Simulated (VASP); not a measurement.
Here is a VASP 6.6.1 calculation.

Contents of INCAR:

```
PREC = Accurate ; ENCUT = 520
EDIFF = 1E-6 ; ISMEAR = 0
SIGMA = 0.03 ; LREAL = False
LASPH = True ; NELM = 60
ALGO = Normal ; ISIF = 2
LWAVE = False ; LCHARG = False
GGA = PS ; NBANDS = 11
```

KPOINTS

```
regular mesh
0
Gamma
  10 10 10
```

Contents of POSCAR:

```
Sr
1.0
    0.0000000000      3.1944675000      3.0423500000
    2.8902325000      0.0000000000      3.0423500000
    2.8902325000      3.1944675000      0.0000000000
Sr
1
Direct
    0.0000000000      0.0000000000      0.0000000000
```

Potentials or basis: VASP PAW PBE potentials, release 64 (Sr_sv).

Launch:

```console
$ cat potpaw_PBE.64/Sr_sv/POTCAR > POTCAR
$ mpirun -np 1 vasp_std > vasp.out
```

Problem. Estimate the pressure.

Solution. -0.9 GPa.

Problem. Predict the band gap on the k mesh.

Solution. Zero (bands 5 and 6 overlap by 0.07 eV).

Stress tensor (GPa, compression positive):
```
-0.78  0.00  0.00
 0.00 -1.16  0.00
 0.00  0.00 -0.76
```

Caveat: the cell differs from its parent crystal (strain -0.0500 x Voigt [1, -1, 0, 0, 0, 0]); the PAW data sets were made with another functional, which shifts forces and pressure a little.
